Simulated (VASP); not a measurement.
Here is a VASP 6.6.1 calculation.

Contents of INCAR:

```
PREC = Accurate
ENCUT = 520
EDIFF = 1E-6
ISMEAR = -1
SIGMA = 0.1
LREAL = F
LASPH = T
NELM = 80
ALGO = Normal
ISIF = 2
LWAVE = F
LCHARG = F
GGA = PE
NBANDS = 13
```

File KPOINTS:

```
Automatic mesh
0
Gamma
  18 18 18
```

Contents of POSCAR:

```
Sn
1.0
    0.0000000000      2.3105595762      2.3105595762
    2.3105595762      0.0000000000      2.3105595762
    2.3105595762      2.3105595762      0.0000000000
Sn
1
Direct
    0.0000000000      0.0000000000      0.0000000000
```

Potentials or basis: VASP PAW PBE potentials, release 64 (Sn_d).

Command:

```bash
$ cat potpaw_PBE.64/Sn_d/POTCAR > POTCAR
$ mpirun -np 1 vasp_std > vasp.out
```

**Question.** Estimate the pressure.

**Answer.** 8.0 GPa.

**Question.** What does it give for the band gap on the k mesh?

**Answer.** Zero (bands 7 and 8 overlap by 10.67 eV).

Caveat: the cell stands under pressure; spin-orbit coupling is left out, which moves the levels of the heavy elements.
